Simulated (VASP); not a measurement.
Li: single point with LDA

The system is Li.

```
Li
1.0
     2.29229   -4.83324    0.00000
     2.29229    4.83324    0.00000
     0.00000    0.00000    4.43090
Li
4
Cartesian
  2.2923 2.4998 1.1077
  2.2923 -2.4998 3.3232
  2.2923 -0.8686 1.1077
  2.2923 0.8686 3.3232
```

```yaml
Program: VASP 6.6.1
Task: single point
Functional: LDA
Potentials_or_basis: VASP PAW LDA potentials, release 64 (Li_sv)
Cutoff: 520 eV
k_mesh: 6 × 6 × 5
Occupations: fermi-dirac, width 0.1 eV
Spin: no spin polarisation
```

```json
{
  "Largest force": "0.385 eV/Å",
  "Band gap on the k mesh": "zero (band 6 reaches 1.48 eV, above the bottom of band 7 at -0.74 eV)"
}
```

Forces in eV/Å, atoms in the order of the input:
```
Li   0.000  0.123  0.000
Li   0.000 -0.123  0.000
Li   0.000  0.385  0.000
Li   0.000 -0.385  0.000
```

Levels at points of the mesh, in eV from the Fermi level:
```csv
k point,band 4,band 5,band 6,band 7,band 8,band 9
"(0.00, 0.00, 0.00)",-45.99,-3.19,1.42,1.53,1.93,2.09
"(0.50, 0.00, 0.00)",-46.00,-1.55,-1.54,0.93,0.95,2.83
"(0.50, 0.50, 0.00)",-45.99,-2.10,-1.82,1.16,2.52,3.40
```

Wall time 22 s on 1 thread of Intel(R) Xeon(R) 6975P-C (Granite Rapids), with other jobs on the host, peak memory 0.19 GiB.
